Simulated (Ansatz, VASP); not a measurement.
Si3N4: VASP beside Ansatz

```
CELL_PARAMETERS angstrom
-3.15534 3.15534 3.15534
3.15534 -3.15534 3.15534
3.15534 3.15534 -3.15534
ATOMIC_POSITIONS crystal
Si 0.25000 0.12500 0.87500
Si 0.87500 0.25000 0.12500
Si 0.75000 0.37500 0.62500
Si 0.62500 0.75000 0.37500
Si 0.12500 0.87500 0.25000
Si 0.37500 0.62500 0.75000
N 0.55713 0.55713 0.55713
N 0.44287 0.50000 0.00000
N 0.50000 0.00000 0.94287
N 0.00000 0.44287 0.50000
N 0.94287 0.50000 0.00000
N 0.05713 0.05713 0.05713
N 0.00000 0.94287 0.50000
N 0.50000 0.00000 0.44287
```

Alike in both runs: functional r2SCAN; k mesh 6 × 6 × 6; occupations fermi-dirac, width 0.02 eV; no spin polarisation.

Ansatz relaxed the structure, and its values are those at the end. VASP's run is a single point on that final structure, the one shown.

```csv
,VASP,Ansatz
version,VASP 6.6.1,Ansatz 0.2.0
potentials or method,"VASP PAW PBE potentials, release 64 (Si, N), cutoff 520 eV",PAW plane waves
valence electrons in the cell,64,64
```

Ansatz gave:

- gap on the k mesh at the Fermi level (eV): 4.88
- pressure (GPa): 19.0

Q: What did VASP give for the same quantities?

A: gap on the k mesh at the Fermi level (eV): 4.88; pressure (GPa): 18.8.

VASP's potentials were made for PBE, not for r2SCAN. With one functional, cell and mesh, what is left measures potentials, basis and numerics. Ansatz's warnings: stress scf threshold loose.
